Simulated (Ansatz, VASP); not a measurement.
# Zr: VASP beside Ansatz

```
Zr
1.0
     3.29664    0.00000    0.00000
    -1.64832    2.85497    0.00000
     0.00000    0.00000    5.14700
Zr
2
Direct
  0.33333 0.66667 0.25000
  0.66667 0.33333 0.75000
```

Change from the starting cell: equal xx and yy strain of +2 %.

Alike in both runs: task single point; functional LDA; k mesh 13 × 13 × 7; occupations fermi-dirac, width 0.03 eV; no spin polarisation.

|  | VASP | Ansatz |
| --- | --- | --- |
| version | VASP 6.6.1 | Ansatz 0.2.0 |
| potentials or method | VASP PAW LDA potentials, release 64 (Zr_sv), cutoff 520 eV | all-electron LAPW, scalar-relativistic |

VASP gave:

* pressure (GPa): -9.0
* traceless stress, the component that is largest in VASP (GPa): 1.29

Which values does Ansatz return?

Pressure (GPa): -9.1; traceless stress, the component that is largest in VASP (GPa): 1.27.

LDA's correlation is that of Perdew and Zunger in VASP and of Perdew and Wang (1992) in Ansatz. Ansatz ran all-electron here, and VASP with PAW potentials.
